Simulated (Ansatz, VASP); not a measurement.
One calculation of WSe2, two programs

```
W Se
1.0
     3.33329    0.00000    0.00000
    -1.66665    2.88672    0.00000
     0.00000    0.00000   13.14068
W Se
2 4
Direct
  0.33333 0.66667 0.25000
  0.66667 0.33333 0.75000
  0.33333 0.66667 0.62100
  0.66667 0.33333 0.12100
  0.33333 0.66667 0.87900
  0.66667 0.33333 0.37900
```

Change from the starting cell: volume scaled by 1.04, crystal datasets.

Alike in both runs: task electric field gradients; functional PBEsol; k mesh 11 × 11 × 3; occupations fermi-dirac, width 0.08 eV; no spin polarisation.

```csv
,VASP,Ansatz
version,VASP 6.6.1,Ansatz 0.2.0
potentials or method,"VASP PAW PBE potentials, release 64 (W_sv, Se), cutoff 520 eV","all-electron PAW with datasets made for the crystal, scalar-relativistic"
```

Ansatz gave:

* pressure (GPa): -6.2
* traceless stress, the component that is largest in VASP (GPa): 0.09
* rms of the force components (eV/Å): 0.344
* size of Vzz on the site where it differs most (V/Å²): 158.4

Q: What did VASP give for the same quantities?

A: Pressure (GPa): -5.9; traceless stress, the component that is largest in VASP (GPa): 0.17; rms of the force components (eV/Å): 0.323; size of Vzz on the site where it differs most (V/Å²): 144.9.

VASP's potentials were made for PBE, not for PBEsol. Atom by atom the forces differ by 0.021 eV/Å (rms over components). Ansatz ran all-electron here, and VASP with PAW potentials.

Spin-orbit coupling is off throughout.
